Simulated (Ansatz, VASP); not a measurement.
**MgB2: VASP beside Ansatz**

Contents of INCAR:

```
PREC     = Accurate       # precision mode
ENCUT    = 600            # plane-wave cutoff, eV
EDIFF    = 1E-7           # SCF threshold, eV
ISMEAR   = -1             # smearing method
SIGMA    = 0.15           # smearing width, eV
LREAL    = False          # projectors in reciprocal space
LASPH    = True           # aspherical terms in the spheres
NELM     = 120            # most SCF steps
ALGO     = Normal         # electronic algorithm
ISIF     = 3              # what is computed and relaxed
LWAVE    = False          # write WAVECAR
LCHARG   = False          # write CHGCAR
IBRION   = 2              # ionic algorithm
NSW      = 80             # ionic steps
EDIFFG   = -0.001         # ionic threshold
GGA_COMPAT= False        
NELMIN   = 4
```

The input KPOINTS:

```
regular mesh
0
Gamma
  15 15 12
```

POSCAR

```
MgB2
1.0
    3.0343890861      0.0000000000      0.0000000000
   -1.5171945430      2.6278580335      0.0000000000
    0.0000000000      0.0000000000      3.4597428544
Mg B
1 2
Direct
    0.0000000000      0.0000000000      0.0000000000
    0.3333333333      0.6666666667      0.5000000000
    0.6666666667      0.3333333333      0.5000000000
```

Input for Ansatz:

```yaml
crystal:
  lattice:
    - [3.0343890861, 0.0, 0.0]
    - [-1.517194543, 2.6278580335, 0.0]
    - [0.0, 0.0, 3.4597428544]
  atoms:
    - { symbol: Mg, position: [0.0, 0.0, 0.0] }
    - { symbol: B, position: [0.3333333333, 0.6666666667, 0.5] }
    - { symbol: B, position: [0.6666666667, 0.3333333333, 0.5] }
basis:
  ecutwfc: 420
kpoints:
  mp_grid: { grid: [15, 15, 12] }
hamiltonian:
  xc: lda
scf:
  occupations: { method: fermi_dirac, width: 0.15 }
output:
  forces: true
  stress: true
  eigenvalues: true
relax:
  adjacent_minimum: "off"
  f_tol: 0.001
  max_steps: 60
  cell: { stress_tol: 0.01 }
```

Alike in both runs: task relaxation of cell and atoms; functional LDA; k mesh 15 × 15 × 12; occupations fermi-dirac, width 0.15 eV; no spin polarisation.

```csv
,VASP,Ansatz
version,VASP 6.6.1,Ansatz 0.2.0
potentials or method,"VASP PAW LDA potentials, release 64 (Mg, B), cutoff 600 eV","scalar-relativistic, plane waves, PAW"
valence electrons in the cell,8,16
```

Ansatz gave:

```
gap on the k mesh at the Fermi level, each at its own relaxed structure (eV) : none
relaxed volume (Å³/atom)                                                     : 9.20
relaxed cell length with the largest relative difference (Å)                 : 3.455
```

Task: Estimate VASP's values.

Result: gap on the k mesh at the Fermi level, each at its own relaxed structure (eV): none; relaxed volume (Å³/atom): 9.16; relaxed cell length with the largest relative difference (Å): 3.448.

LDA's correlation is that of Perdew and Zunger in VASP and of Perdew and Wang (1992) in Ansatz. A gap of «none» marks a metal or a gap that the smearing closes. VASP's potentials hold 8 valence electrons a cell and Ansatz's 16, so a difference there can come from the potentials and not from the codes.
